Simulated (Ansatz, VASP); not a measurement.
## Two plane-wave programs on Pd

Contents of INCAR:

```
  PREC = Accurate
  ENCUT = 520
  EDIFF = 1E-6
  ISMEAR = 0
  SIGMA = 0.15
  LREAL = F
  LASPH = T
  NELM = 60
  ALGO = Normal
  ISIF = 2
  LWAVE = F
  LCHARG = F
  GGA = PE
  NBANDS = 11
```

Contents of KPOINTS:

```
regular mesh
0
Gamma
  20 20 20
```

The input POSCAR:

```
Pd
1.0
    0.0000000000      1.7893080000      2.0226960000
    1.7893080000      0.0000000000      2.0226960000
    1.7893080000      1.7893080000      0.0000000000
Pd
1
Direct
    0.0000000000      0.0000000000      0.0000000000
```

Input for Ansatz:

```yaml
crystal:
  lattice:
    - [0.0, 1.789308, 2.022696]
    - [1.789308, 0.0, 2.022696]
    - [1.789308, 1.789308, 0.0]
  atoms:
    - { symbol: Pd, position: [0.0, 0.0, 0.0] }
basis:
  ecutwfc: 420
kpoints:
  mp_grid: { grid: [20, 20, 20] }
hamiltonian:
  xc: pbe
scf:
  occupations: { method: gaussian, width: 0.15 }
output:
  forces: true
  stress: true
  eigenvalues: true
```

Change from the starting cell: strain -0.080 along x and y, +0.040 along z, atoms carried along.

Alike in both runs: task single point; functional PBE; k mesh 20 × 20 × 20; occupations gaussian, width 0.15 eV; no spin polarisation.

|  | VASP | Ansatz |
| --- | --- | --- |
| version | VASP 6.6.1 | Ansatz 0.2.0 |
| potentials or method | VASP PAW PBE potentials, release 64 (Pd), cutoff 520 eV | scalar-relativistic, plane waves, PAW |
| valence electrons in the cell | 10 | 18 |

```tsv
	VASP	Ansatz	Ansatz less VASP
gap on the k mesh at the Fermi level (eV)	none	none	-
pressure (GPa)	46.0	46.5	+0.59
traceless stress, the component that is largest in VASP (GPa)	-11.59	-11.79	-0.203
```

A gap of «none» marks a metal or a gap that the smearing closes. Both programs put the cell under a high pressure, so it lies far from rest at this level. VASP's potentials hold 10 valence electrons a cell and Ansatz's 18, so a difference there can come from the potentials and not from the codes.
